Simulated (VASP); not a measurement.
# W (R-3m) in VASP: further runs

Runs on W. Level: LDA. Tasks: single point.

All numbers are computed with VASP 6.6.1; they aren't measurements. Logs are shortened: lines on timing, memory, paths and dates and some standing lists are left out, and cuts for length are marked.

### Step 1. The cell of the first run

Symmetry: R-3m, No. 166, trigonal system. The conventional cell has a = 5.408 Å, b = 5.408 Å, c = 1.827 Å, α = 90.00°, β = 90.00°, γ = 120.00°. W (site symmetry -3m) has 2 W at 1.83 Å within 2.4 Å.

### Step 2. Single point, LDA (15.42 Å³/atom)

Contents of INCAR:

```
ALGO     = Fast           # electronic algorithm
EDIFF    = 1E-6           # SCF threshold, eV
ENCUT    = 520            # plane-wave cutoff, eV
GGA      = CA             # functional
ISIF     = 2              # what is computed and relaxed
ISMEAR   = 0              # smearing method
LASPH    = T              # aspherical terms in the spheres
LCHARG   = T              # write CHGCAR
LELF     = T              # ELF
LREAL    = F              # projectors in reciprocal space
LVHAR    = T            
LWAVE    = F              # write WAVECAR
NBANDS   = 13             # bands
NELM     = 60             # most SCF steps
PREC     = Accurate       # precision mode
SIGMA    = 0.15           # smearing width, eV
```

Contents of KPOINTS:

```
k-points
0
Gamma
  22 22 22
```

Contents of POSCAR:

```
W
1.0
   -2.1980022907      1.6262731172      1.6262731172
    1.6262731172     -2.1980022907      1.6262731172
    1.6262731172      1.6262731172     -2.1980022907
W
1
Direct
    0.0000000000      0.0000000000      0.0000000000
```

Potentials or basis: VASP PAW LDA potentials, release 64 (W_sv).

Started as:

```
cat potpaw_LDA.64/W_sv/POTCAR > POTCAR
mpirun -np 1 vasp_std > vasp.out
```

OUTCAR:

```text
EDIFF = 1E-6
   ENCUT = 520
   GGA = CA
   ISIF = 2
   ISMEAR = 0
   LASPH = T
   LREAL = F
   NELM = 60
   PREC = Accurate

 ion  position               nearest neighbor table
   1  0.000  0.000  0.000-

  LATTYP: Found a trigonal (rhomboedric) cell.
 ALAT       =     3.1813114549
 COS(alpha) =    -0.4450602107

  Lattice vectors:

 A1 = (  -2.1980022907,   1.6262731172,   1.6262731172)
 A2 = (   1.6262731172,  -2.1980022907,   1.6262731172)
 A3 = (   1.6262731172,   1.6262731172,  -2.1980022907)

Analysis of symmetry for initial positions (statically):
=====================================================================
 Subroutine PRICEL returns:
 Original cell was already a primitive cell.

 Routine SETGRP: Setting up the symmetry group for a
 trigonal (rhombohedral) supercell.

 Subroutine GETGRP returns: Found 12 space group operations
 (whereof 12 operations were pure point group operations)
 out of a pool of 12 trial point group operations.

The static configuration has the point symmetry D_3d.

Analysis of symmetry for dynamics (positions and initial velocities):
=====================================================================
 Subroutine PRICEL returns:
 Original cell was already a primitive cell.

 Routine SETGRP: Setting up the symmetry group for a
 trigonal (rhombohedral) supercell.

 Subroutine GETGRP returns: Found 12 space group operations
 (whereof 12 operations were pure point group operations)
 out of a pool of 12 trial point group operations.

The dynamic configuration has the point symmetry D_3d.

 Subroutine INISYM returns: Found 12 space group operations
 (whereof 12 operations are pure point group operations),
 and found     1 'primitive' translations

----------------------------------------------------------------------------------------

                                     Primitive cell

  volume of cell :      15.4228

  direct lattice vectors                    reciprocal lattice vectors
    -2.198002291  1.626273117  1.626273117     0.141767444  0.403254888  0.403254888
     1.626273117 -2.198002291  1.626273117     0.403254888  0.141767444  0.403254888
     1.626273117  1.626273117 -2.198002291     0.403254888  0.403254888  0.141767444

  length of vectors
     3.181311455  3.181311455  3.181311455     0.587645316  0.587645316  0.587645316

  position of ions in fractional coordinates (direct lattice)
     0.000000000  0.000000000  0.000000000
[... 83 lines left out ...]
   ISYM   =      2    0-nonsym 1-usesym 2-fastsym
   POTIM  = 0.5000    time-step for ionic-motion
   TEBEG  =    0.0;   TEEND  =   0.0 temperature during run
   PSTRESS=    0.0 pullay stress
   NELECT =      14.0000    total number of electrons
   NUPDOWN=      -1.0000    fix difference up-down
   EMIN   =  10.00;   EMAX   =-10.00  energy-range for DOS
   EFERMI =   0.00;   METHOD = LEGACY
   ISMEAR =     0;   SIGMA  =   0.15  broadening in eV -4-tet -1-fermi 0-gaus
   EFERMI_NEDOS =   21; number of points for ismear=-14 and -15
   IALGO  =     68    algorithm
   IMIX   =      4    mixing-type and parameters
     AMIX     =   0.40;   BMIX     =  1.00
     AMIX_MAG =   1.60;   BMIX_MAG =  1.00
  volume/ion in A,a.u.               =      15.42       104.08
  Fermi-wavevector in a.u.,A,eV,Ry     =   1.585124  2.995450 34.186234  2.512617
  Thomas-Fermi vector in A             =   2.684636
   LORBIT       =      0    0 simple, 1 ext, 2 COOP (PROOUT), +10 PAW based schemes
   GGA     = CA    functional components
   LHFCALC =     F    Hartree Fock is set to
   AEXX    =    0.0000 exact exchange contribution
   IVDW    =     0    specifies the selected vdW correction
   LEPSILON=     F    determine dielectric tensor
   LRPA    =     F    only Hartree local field effects (RPA)
 non-spin polarized calculation
 RMM-DIIS sequential band-by-band and
 Gauss-broadening in eV      SIGMA  =   0.15
  energy-cutoff  :      520.00
  volume of cell :       15.42
 maximum number of plane-waves:       428
   NGX = 11   NGY = 11   NGZ = 11

 number of electron      14.0000000 magnetization

 Free energy of the ion-electron system (eV)
  ---------------------------------------------------
  ext. energy  EPLUGINS =         0.00000000
  ---------------------------------------------------
  free energy    TOTEN  =        -5.66318662 eV

  energy without entropy =       -5.65557993  energy(sigma->0) =       -5.65938328

 E-fermi :  11.7001     XC(G=0): -13.5401

 val. band max:       11.6938080126   @ k =  -0.4091   0.3636   0.3182
 cond. band min:      11.7010165556   @ k =  -0.2727   0.4091   0.0455
 fundamental gap:      0.0072085429
 Fermi energy:        11.7000732974

 k-point     1 :       0.0000    0.0000    0.0000
  band No.  band energies     occupation
      1     -64.5552      2.00000
      2     -28.0290      2.00000
      3     -28.0290      2.00000
      4     -20.5230      2.00000
      5       1.6781      2.00000
      6       5.3800      2.00000
      7       7.9951      2.00000
      8       7.9951      2.00000
      9      20.3941      0.00000
     10      23.8097      0.00000
     11      23.8097      0.00000
     12      29.4958      0.00000
     13      29.4958      0.00000
[... 354 lines left out ...]
  band No.  band energies     occupation
      1     -61.2408      2.00000
      2     -34.7003      2.00000
      3     -25.6988      2.00000
      4     -25.5858      2.00000
      5       3.8901      2.00000
      6       4.9403      2.00000
      7      11.9530      0.01711
      8      12.7662      0.00000
      9      15.2580      0.00000
     10      20.0523      0.00000
     11      24.3989      0.00000
     12      28.5530      0.00000
     13      33.0212      0.00000

 [... further k-points ...]

------------------------ aborting loop because EDIFF is reached ----------------------------------------

  FORCE on cell =-STRESS in cart. coord.  units (eV):
  Direction    XX          YY          ZZ          XY          YZ          ZX
  --------------------------------------------------------------------------------------
  -------------------------------------------------------------------------------------
  Total       18.0169477     18.0169477     18.0169477     20.2481540     20.2481540     20.2481540
  in kB     1871.6679168   1871.6679168   1871.6679168   2103.4539738   2103.4539738   2103.4539738
  external PRESSURE =    1871.6679168 kB  Pullay stress =       0.0000000 kB

 VOLUME and BASIS-vectors are now :
 -----------------------------------------------------------------------------
  energy-cutoff  :      520.00
  volume of cell :       15.42
      direct lattice vectors                 reciprocal lattice vectors
    -2.198002291  1.626273117  1.626273117     0.141767444  0.403254888  0.403254888
     1.626273117 -2.198002291  1.626273117     0.403254888  0.141767444  0.403254888
     1.626273117  1.626273117 -2.198002291     0.403254888  0.403254888  0.141767444

 POSITION                                       TOTAL-FORCE (eV/Angst)
 -----------------------------------------------------------------------------------
      0.00000      0.00000      0.00000        -0.000000     -0.000000      0.000000
 -----------------------------------------------------------------------------------
    total drift:                               -0.000000      0.000000      0.000000

  FREE ENERGIE OF THE ION-ELECTRON SYSTEM (eV)
  ---------------------------------------------------
  free  energy   TOTEN  =        -5.6631866183 eV

  energy  without entropy=       -5.6555799333  energy(sigma->0) =       -5.65938328
```

It took 4.1 min on 1 thread of Intel Xeon 8259CL, shared host; peak memory 0.3 GiB.

Results:

```
Free energy            : -5.6632 eV
Pressure               : 187.2 GPa
Band gap on the k mesh : zero (bands 7 and 8 overlap by 6.92 eV)
```

Levels at points of the mesh, in eV from the Fermi level:
| k point | band 5 | band 6 | band 7 | band 8 | band 9 | band 10 |
| --- | --- | --- | --- | --- | --- | --- |
| (0.00, 0.00, 0.00) | -10.02 | -6.32 | -3.70 | -3.70 | 8.69 | 12.11 |
| (0.50, 0.00, 0.00) | -8.67 | -7.70 | 1.91 | 2.33 | 5.16 | 5.24 |
| (0.50, 0.50, 0.00) | -7.61 | -6.39 | -1.68 | 0.32 | 3.21 | 8.85 |
| (0.50, 0.50, 0.50) | -8.82 | -8.82 | 3.22 | 3.22 | 8.38 | 9.41 |

Caveat: atoms lie so close that the PAW spheres overlap strongly, which falsifies energies and pressures; the cell stands under pressure; spin-orbit coupling is left out, which moves the levels of the heavy elements.

### Step 3. Single point, LDA (15.42 Å³/atom)

Contents of INCAR:

```
SYSTEM = W
ALGO = Fast
EDIFF = 1E-7
ENCUT = 520
GGA = CA
ISIF = 2
ISMEAR = 0
LASPH = .True.
LCHARG = .False.
LREAL = .False.
LWAVE = .False.
NBANDS = 13
NELM = 100
PREC = Accurate
SIGMA = 0.15
```

Contents of KPOINTS:

```
k-points
0
Gamma
  22 22 22
  0 0 0
```

Contents of POSCAR:

```
W
1.0
   -1.7757055062      1.5747876028      1.5747876028
    1.5747876028     -1.7757055062      1.5747876028
    1.5747876028      1.5747876028     -1.7757055062
W
1
Direct
    0.0000000000      0.0000000000      0.0000000000
```

Potentials or basis: VASP PAW LDA potentials, release 64 (W_sv).

Started as:

```
cat potpaw_LDA.64/W_sv/POTCAR > POTCAR
mpirun -np 1 vasp_std > vasp.out
```

It took 4.4 min on 1 thread of Intel Xeon 8259CL, shared host; peak memory 0.3 GiB.

It converged, with:

```
Free energy            : -13.5700 eV
Pressure               : 14.5 GPa
Band gap on the k mesh : zero (bands 7 and 8 overlap by 5.05 eV)
```

Stress tensor (GPa, compression positive):
```
14.50 32.74 32.74
32.74 14.50 32.74
32.74 32.74 14.50
```

Levels at points of the mesh, in eV from the Fermi level:
```
           k point  band 5  band 6  band 7  band 8  band 9  band 10
(0.00, 0.00, 0.00)   -9.68   -3.82   -1.20   -1.20    3.61     3.61
(0.50, 0.00, 0.00)   -6.43   -3.62    1.40    1.66    2.16     6.03
(0.50, 0.50, 0.00)   -6.64   -4.68   -0.15    3.90    4.09     5.72
(0.50, 0.50, 0.50)   -6.25   -6.25    3.85    3.85    7.28     7.97
```

Caveat: the cell stands under pressure; spin-orbit coupling is left out, which moves the levels of the heavy elements.
